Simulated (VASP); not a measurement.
Runs of VASP 6.6.1 on AlN. The structure is that of space group Fm-3m (No. 225), or close to it. The cells are those of the table. 

```csv
cell,gap on the mesh (eV),pressure (GPa)
"a = 2.857 Å, angles 60.0°, 2 atoms",(a),0.7
"a = 2.747 Å, angles 60.0°, 2 atoms",5.09,40.4
"a = 2.821 Å, angles 60.0°, 2 atoms",(b),11.6
"a = 2.708 Å, angles 60.0°, 2 atoms",4.99,59.5
"a = 2.785 Å, angles 60.0°, 2 atoms",5.17,24.7
```

Alike in all rows: task single point; level PBEsol; potentials or basis VASP PAW PBE potentials, release 64 (Al, N); no spin polarisation; k mesh 7 × 7 × 7; cutoff (eV) 600; smearing gaussian 0.01 eV.

Task: Estimate the missing entries.

Result: (a) 4.89; (b) 5.25.

Caveats: the PAW data sets were made with another functional, which shifts forces and pressure a little.

A k mesh can miss the band edges.
